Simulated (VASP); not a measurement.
Input of a VASP 6.6.1 run:

POSCAR

```
Ge
1.0
    0.0000000000      2.8010558195      2.8010558195
    2.8010558195      0.0000000000      2.8010558195
    2.8010558195      2.8010558195      0.0000000000
Ge
2
Direct
    0.0000000000      0.0000000000      0.0000000000
    0.2500000000      0.2500000000      0.2500000000
```

INCAR.step1

```
  PREC = Accurate
  ENCUT = 520
  EDIFF = 1E-5
  ISMEAR = -1
  SIGMA = 0.05
  LREAL = False
  LASPH = True
  NELM = 60
  ALGO = Normal
  ISIF = 2
  LWAVE = True
  LCHARG = False
  GGA = PE
  NBANDS = 21
```

INCAR.step2

```
  PREC = Accurate
  ENCUT = 520
  EDIFF = 1E-6
  ISMEAR = -1
  SIGMA = 0.05
  LREAL = False
  LASPH = True
  NELM = 60
  ALGO = Normal
  ISIF = 2
  LWAVE = False
  LCHARG = False
  GGA = PE
  LHFCALC = True
  HFSCREEN = 0.2079
  PRECFOCK = Normal
  ISTART = 1
  NBANDS = 21
```

KPOINTS

```
Automatic mesh
0
Gamma
  4 4 4
```

Potentials or basis: VASP PAW PBE potentials, release 64 (Ge_d).

Launch:

```sh
$ cat potpaw_PBE.64/Ge_d/POTCAR > POTCAR
$ cp INCAR.step1 INCAR
$ mpirun -np 1 vasp_std > vasp.out
$ cp INCAR.step2 INCAR
$ mpirun -np 1 vasp_std > vasp.out
```

Q: What does it give for the pressure?

A: 3.7 GPa.

Q: Predict the band gap on the k mesh.

A: 0.99 eV, indirect (least direct gap 1.28 eV).

Caveat: the k points lie up to 0.49 Å⁻¹ apart; the PAW data sets were made with another functional, which shifts forces and pressure a little. A k mesh can miss the band edges.
